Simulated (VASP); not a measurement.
## Ag: single point with LDA

Crystal: Ag.

```xyz
1
Lattice="0.0000 2.0427 2.0427 2.0427 0.0000 2.0427 2.0427 2.0427 0.0000" Properties=species:S:1:pos:R:3 pbc="T T T"
Ag    0.0000    0.0000    0.0000
```

- Program: VASP 6.6.1
- Task: single point
- Functional: LDA
- Potentials or basis: VASP PAW LDA potentials, release 64 (Ag)
- Cutoff: 520 eV
- k mesh: 8 × 8 × 8
- Occupations: fermi-dirac, width 0.05 eV
- Spin: non-collinear spin, zero start, spin-orbit coupling
- Starting moments: [[0.0, 0.0, 0.0]] μB

```
Pressure                                              : -6.7 GPa
Net moment                                            : 0.00 μB per cell
Valence electrons inside the program's atomic spheres : Ag 9.87
```

Moments on the atoms (μB; x, y, z):
```
Ag  0.00 0.00 0.00
```

It took 14 s on 1 thread of AMD EPYC 9R45 96-Core Processor (Zen 5), with other jobs on the host, peak memory 0.14 GiB.
